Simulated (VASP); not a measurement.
Set up this calculation in VASP 6.6.1, as the native input.

- Task: single point
- Functional: r2SCAN
- Potentials or basis: VASP PAW PBE potentials, release 64 (Pt_sv_GW)
- Cutoff: 550 eV
- k mesh: 6 × 6 × 4
- Occupations: gaussian, width 0.1 eV
- Spin: no spin polarisation
- Dipole correction: no
- Second run: valence_matched
- Further INCAR settings: ALGO = Normal; EDIFF = 1e-06; NBANDS = 44

Pt:

```
CELL_PARAMETERS angstrom
3.55786 0.00000 0.00000
-1.77893 3.08120 0.00000
0.00000 0.00000 5.87047
ATOMIC_POSITIONS crystal
Pt 0.33333 0.66667 0.43750
Pt 0.66667 0.33333 0.93750
Pt 0.66667 0.33333 0.56250
Pt 0.33333 0.66667 0.06250
```

These files were run (other wordings do the same):

POSCAR

```
Pt
1.0
    3.5578603427      0.0000000000      0.0000000000
   -1.7789301714      3.0811974399      0.0000000000
    0.0000000000      0.0000000000      5.8704695655
Pt
4
Direct
    0.3333333333      0.6666666667      0.4375000000
    0.6666666667      0.3333333333      0.9375000000
    0.6666666667      0.3333333333      0.5625000000
    0.3333333333      0.6666666667      0.0625000000
```

INCAR.step1

```
PREC     = Accurate       # precision mode
ENCUT    = 550            # plane-wave cutoff, eV
ISMEAR   = 0              # smearing method
SIGMA    = 0.1            # smearing width, eV
LREAL    = F              # projectors in reciprocal space
LASPH    = T              # aspherical terms in the spheres
NELM     = 120            # most SCF steps
NBANDS   = 44             # bands
GGA      = PE             # functional
ALGO     = Normal         # electronic algorithm
EDIFF    = 1E-5           # SCF threshold, eV
LWAVE    = T              # write WAVECAR
LCHARG   = F              # write CHGCAR
GGA_COMPAT= F
```

INCAR.step2

```
PREC     = Accurate       # precision mode
ENCUT    = 550            # plane-wave cutoff, eV
EDIFF    = 1E-6           # SCF threshold, eV
ISMEAR   = 0              # smearing method
SIGMA    = 0.1            # smearing width, eV
LREAL    = F              # projectors in reciprocal space
LASPH    = T              # aspherical terms in the spheres
NELM     = 120            # most SCF steps
ALGO     = Normal         # electronic algorithm
ISIF     = 2              # what is computed and relaxed
LWAVE    = F              # write WAVECAR
LCHARG   = F              # write CHGCAR
METAGGA  = R2SCAN         # meta-GGA
LMIXTAU  = T            
NBANDS   = 44             # bands
ISTART   = 1            
GGA_COMPAT= F
```

KPOINTS

```
Automatic mesh
0
Gamma
  6 6 4
```

Potentials or basis: VASP PAW PBE potentials, release 64 (Pt_sv_GW).

The run is started by

```sh
$ cat potpaw_PBE.64/Pt_sv_GW/POTCAR > POTCAR
$ cp INCAR.step1 INCAR
$ mpirun -np 1 vasp_std > vasp.out
$ cp INCAR.step2 INCAR
$ mpirun -np 1 vasp_std > vasp.out
```

It gave:

* Pressure: 126.5 GPa
* Largest force: 0.924 eV/Å
* Band gap on the k mesh: zero (band 36 reaches 11.06 eV, above the bottom of band 37 at 10.36 eV)

Caveat: the PAW data sets were made with another functional, which shifts forces and pressure a little; spin-orbit coupling is left out, which moves the levels of the heavy elements.

Wall time 110 s on 1 thread of Intel(R) Xeon(R) 6975P-C (Granite Rapids), on a shared host, peak memory 0.22 GiB.
